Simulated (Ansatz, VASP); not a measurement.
## Two plane-wave programs on Ti

```
Ti
1.0
     0.00000    2.03000    2.08075
     2.03000    0.00000    2.08075
     2.03000    2.03000    0.00000
Ti
1
Direct
  0.00000 0.00000 0.00000
```

Change from the starting cell: strain +0.000 along x and y, +0.025 along z, atoms carried along.

Alike in both runs: task single point; functional PBEsol; k mesh 20 × 20 × 20; occupations gaussian, width 0.15 eV; no spin polarisation.

```csv
,VASP,Ansatz
version,VASP 6.6.1,Ansatz 0.2.0
potentials or method,"VASP PAW PBE potentials, release 64 (Ti_sv), cutoff 520 eV","scalar-relativistic, plane waves, PAW"
valence electrons in the cell,12,12
```

```tsv
	VASP	Ansatz	Ansatz less VASP
gap on the k mesh at the Fermi level (eV)	none	none	-
pressure (GPa)	-3.2	-3.0	+0.24
traceless stress, the component that is largest in VASP (GPa)	-0.58	-0.58	+0.004
```

VASP's potentials were made for PBE, not for PBEsol. A gap of «none» marks a metal or a gap that the smearing closes. The functional is the same, so the differences come from potentials, cutoffs and numerics.
